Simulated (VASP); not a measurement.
# HfC (R-3m) in VASP: notebook

HfC is run at these levels: r2SCAN; tasks: single point.

All numbers are computed with VASP 6.6.1; they aren't measurements. Logs are shortened: lines on timing, memory, paths and dates and some standing lists are left out, and cuts for length are marked.

## (1) The cell of the first run

Symmetry: R-3m, No. 166, trigonal system. Conventional cell: a = 3.200 Å, b = 3.200 Å, c = 8.134 Å, α = 90.00°, β = 90.00°, γ = 120.00°. Hf (site symmetry -3m) has 6 C at 2.29 Å within 3.0 Å. C (site symmetry -3m) has 6 Hf at 2.29 Å within 3.0 Å.

## (2) Single point, r2SCAN

The input, POSCAR:

```
HfC
1.0
    3.1999394429      0.0000000000      0.0000000000
   -1.5999697215      2.7712288481      0.0000000000
    1.5999697215      0.9237429494      2.7113548058
Hf C
1 1
Direct
    0.0000000000      0.0000000000      0.0000000000
    0.0000000000      0.5000000000      0.5000000000
```

The input, INCAR.step1:

```
  PREC = Accurate
  ENCUT = 520
  ISMEAR = 0
  SIGMA = 0.1
  LREAL = False
  LASPH = True
  NELM = 100
  NBANDS = 14
  GGA = PE
  ALGO = Normal
  EDIFF = 1E-4
  LWAVE = True
  LCHARG = False
```

The input, INCAR.step2:

```
  PREC = Accurate
  ENCUT = 520
  EDIFF = 1E-6
  ISMEAR = 0
  SIGMA = 0.1
  LREAL = False
  LASPH = True
  NELM = 100
  ALGO = Normal
  ISIF = 2
  LWAVE = False
  LCHARG = True
  METAGGA = R2SCAN
  LMIXTAU = True
  LELF = True
  LVHAR = True
  NBANDS = 14
  ISTART = 1
```

The input, KPOINTS:

```
regular mesh
0
Gamma
  12 12 12
```

Potentials or basis: VASP PAW PBE potentials, release 64 (Hf_pv, C).

Run with:

```console
$ cat potpaw_PBE.64/Hf_pv/POTCAR potpaw_PBE.64/C/POTCAR > POTCAR
$ cp INCAR.step1 INCAR
$ mpirun -np 1 vasp_std > vasp.out
$ cp INCAR.step2 INCAR
$ mpirun -np 1 vasp_std > vasp.out
```

OUTCAR:

```text
PREC = Accurate
   ENCUT = 520
   EDIFF = 1E-6
   ISMEAR = 0
   LREAL = False
   LASPH = True
   NELM = 100
   ISIF = 2
   METAGGA = R2SCAN
   ISTART = 1

 ion  position               nearest neighbor table
   1  0.000  0.000  0.000-   2 2.29   2 2.29   2 2.29   2 2.29   2 2.29   2 2.29
   2  0.000  0.500  0.500-   1 2.29   1 2.29   1 2.29   1 2.29   1 2.29   1 2.29

  LATTYP: Found a trigonal (rhomboedric) cell.
 ALAT       =     3.2809524576
 COS(alpha) =     0.5243870743

  Lattice vectors:

 A1 = (   0.0000000001,  -1.8474858987,   2.7113548058)
 A2 = (   1.5999697215,   0.9237429494,   2.7113548058)
 A3 = (  -1.5999697214,   0.9237429494,   2.7113548058)

Analysis of symmetry for initial positions (statically):
=====================================================================
 Subroutine PRICEL returns:
 Original cell was already a primitive cell.

 Routine SETGRP: Setting up the symmetry group for a
 trigonal (rhombohedral) supercell.

 Subroutine GETGRP returns: Found 12 space group operations
 (whereof 12 operations were pure point group operations)
 out of a pool of 12 trial point group operations.

The static configuration has the point symmetry D_3d.

Analysis of symmetry for dynamics (positions and initial velocities):
=====================================================================
 Subroutine PRICEL returns:
 Original cell was already a primitive cell.

 Routine SETGRP: Setting up the symmetry group for a
 trigonal (rhombohedral) supercell.

 Subroutine GETGRP returns: Found 12 space group operations
 (whereof 12 operations were pure point group operations)
 out of a pool of 12 trial point group operations.

The dynamic configuration has the point symmetry D_3d.

 Subroutine INISYM returns: Found 12 space group operations
 (whereof 12 operations are pure point group operations),
 and found     1 'primitive' translations

----------------------------------------------------------------------------------------

                                     Primitive cell

  volume of cell :      24.0437

  direct lattice vectors                    reciprocal lattice vectors
     3.199939443  0.000000000  0.000000000     0.312505914  0.180425374 -0.245879538
    -1.599969721  2.771228848  0.000000000     0.000000000  0.360850747 -0.122939769
     1.599969721  0.923742949  2.711354806     0.000000000  0.000000000  0.368819307

  length of vectors
     3.199939443  3.199939443  3.280952458     0.436657771  0.381218374  0.368819307

  position of ions in fractional coordinates (direct lattice)
     0.000000000  0.000000000  0.000000000
     0.000000000  0.500000000  0.500000000

  ion indices of the primitive-cell ions
   primitive index   ion index
                 1           1
                 2           2

----------------------------------------------------------------------------------------

 KPOINTS: regular mesh

Automatic generation of k-mesh.
 Grid dimensions read from file:
 generate k-points for:   12   12   12

 Generating k-lattice:

  Cartesian coordinates                     Fractional coordinates (reciprocal lattice)
     0.026042159  0.015035448 -0.020489961     0.083333333  0.000000000 -0.000000000
     0.000000000  0.030070896 -0.010244981     0.000000000  0.083333333  0.000000000
     0.000000000  0.000000000  0.030734942     0.000000000  0.000000000  0.083333333

  Length of vectors
     0.036388148  0.031768198  0.030734942

  Shift w.r.t. Gamma in fractional coordinates (k-lattice)
     0.000000000  0.000000000  0.000000000

 Subroutine IBZKPT returns following result:
 ===========================================

 Found    189 irreducible k-points:

 Following reciprocal coordinates:
            Coordinates               Weight
  0.000000  0.000000  0.000000      1.000000
  0.083333  0.000000 -0.000000      6.000000
  0.166667  0.000000  0.000000      6.000000
  0.250000  0.000000 -0.000000      6.000000
  0.333333  0.000000  0.000000      6.000000
  0.416667  0.000000  0.000000      6.000000
[... 16 lines left out ...]
  0.166667  0.250000 -0.000000     12.000000
  0.250000  0.250000  0.000000     12.000000
 [... further k-points ...]
   k-points           NKPTS =    189   k-points in BZ     NKDIM =    189   number of bands    NBANDS=     14
   number of dos      NEDOS =    301   number of ions     NIONS =      2
   total plane-waves  NPLWV =  13824
   dimension x,y,z NGX =    24 NGY =   24 NGZ =   24
   dimension x,y,z NGXF=    48 NGYF=   48 NGZF=   48
   ions per type =               1   1
   NGX,Y,Z   is equivalent  to a cutoff of  12.47, 12.47, 12.16 a.u.
   NGXF,Y,Z  is equivalent  to a cutoff of  24.94, 24.94, 24.32 a.u.
 SYSTEM =  unknown system
   PREC   = accura    normal or accurate (medium, high low for compatibility)
   ISTART =      1    job   : 0-new  1-cont  2-samecut
   ICHARG =      0    charge: 1-file 2-atom 10-const
   ISPIN  =      1    spin polarized calculation?
   LNONCOLLINEAR =      F non collinear calculations
   LSORBIT =      F    spin-orbit coupling
   LASPH  =      T    aspherical Exc in radial PAW
   ENCUT  =  520.0 eV  38.22 Ry    6.18 a.u.   5.95  5.95  6.10*2*pi/ulx,y,z
   NELM   =    100;   NELMIN=  2; NELMDL=  0     # of ELM steps
   EDIFF  = 0.1E-05   stopping-criterion for ELM
   LREAL  =      F    real-space projection
   EDIFFG = 0.1E-04   stopping-criterion for IOM
   NSW    =      0    number of steps for IOM
   IBRION =     -1    ionic relax: 0-MD 1-quasi-New 2-CG
   NFREE  =      0    steps in history (QN), initial steepest desc. (CG)
   ISIF   =      2    stress and relaxation
   ISYM   =      2    0-nonsym 1-usesym 2-fastsym
   POTIM  = 0.5000    time-step for ionic-motion
   TEBEG  =    0.0;   TEEND  =   0.0 temperature during run
   PSTRESS=    0.0 pullay stress
   NELECT =      14.0000    total number of electrons
   NUPDOWN=      -1.0000    fix difference up-down
   EMIN   =  10.00;   EMAX   =-10.00  energy-range for DOS
   EFERMI =   0.00;   METHOD = LEGACY
   ISMEAR =     0;   SIGMA  =   0.10  broadening in eV -4-tet -1-fermi 0-gaus
   EFERMI_NEDOS =   21; number of points for ismear=-14 and -15
   IALGO  =     38    algorithm
   IMIX   =      4    mixing-type and parameters
     AMIX     =   0.40;   BMIX     =  1.00
     AMIX_MAG =   1.60;   BMIX_MAG =  1.00
  volume/ion in A,a.u.               =      12.02        81.13
  Fermi-wavevector in a.u.,A,eV,Ry     =   1.367049  2.583348 25.426872  1.868822
  Thomas-Fermi vector in A             =   2.493136
   LORBIT       =      0    0 simple, 1 ext, 2 COOP (PROOUT), +10 PAW based schemes
   METAGGA = R2SCAN    functional components
   LHFCALC =     F    Hartree Fock is set to
   AEXX    =    0.0000 exact exchange contribution
   IVDW    =     0    specifies the selected vdW correction
   LEPSILON=     F    determine dielectric tensor
   LRPA    =     F    only Hartree local field effects (RPA)
 non-spin polarized calculation
 Gauss-broadening in eV      SIGMA  =   0.10
  energy-cutoff  :      520.00
  volume of cell :       24.04
 maximum number of plane-waves:       660
   NGX = 11   NGY = 11   NGZ = 13

 number of electron      14.0000000 magnetization

 Free energy of the ion-electron system (eV)
  ---------------------------------------------------
  ext. energy  EPLUGINS =         0.00000000
  ---------------------------------------------------
  free energy    TOTEN  =       -57.29086423 eV

  energy without entropy =      -57.28952332  energy(sigma->0) =      -57.29019377

 E-fermi :   6.2536     XC(G=0): -13.3526

 val. band max:        6.2513534090   @ k =   0.5000   0.0000  -0.0000
 cond. band min:       6.2670733499   @ k =  -0.4167  -0.0000   0.0833
 fundamental gap:      0.0157199409
 Fermi energy:         6.2536270120

 k-point     1 :       0.0000    0.0000    0.0000
  band No.  band energies     occupation
      1     -24.3124      2.00000
      2     -24.2798      2.00000
      3     -24.2798      2.00000
      4      -7.0265      2.00000
      5       7.0751      0.00000
      6       7.3718      0.00000
      7       7.3718      0.00000
      8       7.5021      0.00000
      9       8.0591      0.00000
     10       8.0591      0.00000
     11       9.9501      0.00000
     12       9.9501      0.00000
     13      14.2885      0.00000
     14      18.1471      0.00000

 k-point     2 :       0.0833    0.0000   -0.0000
  band No.  band energies     occupation
      1     -24.3497      2.00000
      2     -24.3167      2.00000
      3     -24.2977      2.00000
      4      -6.7772      2.00000
      5       5.6038      2.00000
      6       6.4260      0.01478
      7       6.6817      0.00000
      8       7.5260      0.00000
      9       8.8265      0.00000
     10       9.1010      0.00000
     11      10.0748      0.00000
     12      11.4883      0.00000
     13      14.9086      0.00000
     14      18.8446      0.00000

 k-point     3 :       0.1667    0.0000    0.0000
  band No.  band energies     occupation
      1     -24.4895      2.00000
      2     -24.3730      2.00000
      3     -24.3465      2.00000
      4      -6.1290      2.00000
      5       3.5793      2.00000
      6       5.8434      2.00000
      7       6.1163      1.94784
      8       6.7292      0.00000
      9      10.3139      0.00000
     10      10.3971      0.00000
     11      10.7524      0.00000
     12      12.9878      0.00000
     13      16.9144      0.00000
     14      19.2636      0.00000
[... 324 lines left out ...]
 k-point    23 :       0.1667    0.2500   -0.0000
  band No.  band energies     occupation
      1     -24.9302      2.00000
      2     -24.4539      2.00000
      3     -24.4331      2.00000
      4      -4.2401      2.00000
      5       1.3526      2.00000
      6       3.4100      2.00000
      7       3.9296      2.00000
      8       8.6325      0.00000
      9      12.0149      0.00000
     10      12.7605      0.00000
     11      15.0256      0.00000
     12      15.8230      0.00000
     13      18.7336      0.00000
     14      19.2627      0.00000

 k-point    24 :       0.2500    0.2500    0.0000
  band No.  band energies     occupation
      1     -24.9433      2.00000
      2     -24.5884      2.00000
      3     -24.4774      2.00000
      4      -4.1979      2.00000
      5       1.7297      2.00000
      6       3.3944      2.00000
      7       4.0559      2.00000
      8       8.3556      0.00000
      9      12.5007      0.00000
     10      13.2054      0.00000
     11      15.1307      0.00000
     12      16.3234      0.00000
     13      18.6814      0.00000
     14      19.2637      0.00000

 [... further k-points ...]
[... 5 lines left out ...]
  --------------------------------------------------------------------------------------
  -------------------------------------------------------------------------------------
  Total        2.1469592      2.1469592     -0.1432570     -0.0000000     -0.0000000     -0.0000000
  in kB      143.0651529    143.0651529     -9.5460974     -0.0000000     -0.0000000     -0.0000000
  external PRESSURE =      92.1947361 kB  Pullay stress =       0.0000000 kB

 VOLUME and BASIS-vectors are now :
 -----------------------------------------------------------------------------
  energy-cutoff  :      520.00
  volume of cell :       24.04
      direct lattice vectors                 reciprocal lattice vectors
     3.199939443  0.000000000  0.000000000     0.312505914  0.180425374 -0.245879538
    -1.599969721  2.771228848  0.000000000     0.000000000  0.360850747 -0.122939769
     1.599969721  0.923742949  2.711354806     0.000000000  0.000000000  0.368819307

 POSITION                                       TOTAL-FORCE (eV/Angst)
 -----------------------------------------------------------------------------------
      0.00000      0.00000      0.00000         0.000000      0.000000      0.000000
      0.00000      1.84749      1.35568        -0.000000     -0.000000      0.000000
 -----------------------------------------------------------------------------------
    total drift:                               -0.000000      0.000000      0.000000

  FREE ENERGIE OF THE ION-ELECTRON SYSTEM (eV)
  ---------------------------------------------------
  free  energy   TOTEN  =       -57.2908642294 eV

  energy  without entropy=      -57.2895233167  energy(sigma->0) =      -57.29019377
```

Wall time 3.8 min (1 thread of AMD EPYC 7R43 (Zen 3), shared host); peak memory 0.16 GiB.

What came out:

| Item | Value |
| --- | --- |
| Free energy | -57.2909 eV |
| Pressure | 9.2 GPa |
| Band gap on the k mesh | zero (band 7 reaches 7.37 eV, above the bottom of band 8 at 5.90 eV) |

Caveat: the PAW data sets were made with another functional, which shifts forces and pressure a little; spin-orbit coupling is left out, which moves the levels of the heavy elements.

## (3) Single point, r2SCAN

This run uses another cell than the first one, of 12.24 Å³/atom, 1.019 times its volume.

The input, POSCAR:

```
HfC
1.0
    3.1999394429      0.0000000000      0.0000000000
   -1.5999697215      2.7712288482      0.0000000000
    1.5999697215      0.9237429494      2.7615583284
Hf C
1 1
Direct
    0.0000000000      0.0000000000      0.0000000000
    0.0000000000      0.5000000000      0.5000000000
```

The input, INCAR.step1:

```
PREC = Accurate
ENCUT = 520
ISMEAR = 0
SIGMA = 0.1
LREAL = False
LASPH = True
NELM = 100
NBANDS = 14
GGA = PE
ALGO = Normal
EDIFF = 1E-4
LWAVE = True
LCHARG = False
```

The input, INCAR.step2:

```
PREC = Accurate
ENCUT = 520
EDIFF = 1E-6
ISMEAR = 0
SIGMA = 0.1
LREAL = False
LASPH = True
NELM = 100
ALGO = Normal
ISIF = 2
LWAVE = False
LCHARG = False
METAGGA = R2SCAN
LMIXTAU = True
NBANDS = 14
ISTART = 1
```

KPOINTS is that of step 2.

Potentials or basis: VASP PAW PBE potentials, release 64 (Hf_pv, C).

Run with:

```console
$ cat potpaw_PBE.64/Hf_pv/POTCAR potpaw_PBE.64/C/POTCAR > POTCAR
$ cp INCAR.step1 INCAR
$ mpirun -np 1 vasp_std > vasp.out
$ cp INCAR.step2 INCAR
$ mpirun -np 1 vasp_std > vasp.out
```

It took 4 min on 1 thread of AMD EPYC 7R43 (Zen 3), shared host; peak memory 0.17 GiB.

The run converged. Its results:

| Property | Result |
| --- | --- |
| Free energy | -57.2743 eV |
| Pressure | 4.1 GPa |
| Band gap on the k mesh | zero (band 7 reaches 7.28 eV, above the bottom of band 8 at 5.83 eV) |

Stress tensor (GPa, compression positive):
```
 11.63   0.00   0.00
  0.00  11.63   0.00
  0.00   0.00 -11.05
```

Levels at points of the mesh, in eV from the Fermi level:
```csv
k point,band 3,band 4,band 5,band 6,band 7,band 8,band 9,band 10,band 11,band 12
"(0.00, 0.00, 0.00)",-30.61,-13.17,0.73,1.08,1.18,1.18,1.88,1.88,3.69,3.69
"(0.50, 0.00, 0.00)",-30.85,-11.27,-2.79,-1.72,-0.33,0.06,5.58,7.16,7.33,9.60
"(0.00, 0.50, 0.00)",-30.70,-9.21,-6.40,-3.64,-3.03,5.15,6.29,6.81,7.04,12.22
"(0.00, 0.00, 0.50)",-30.66,-9.47,-6.53,-2.86,-2.86,5.53,5.53,6.11,7.46,11.86
```

Caveat: the PAW data sets were made with another functional, which shifts forces and pressure a little; spin-orbit coupling is left out, which moves the levels of the heavy elements.
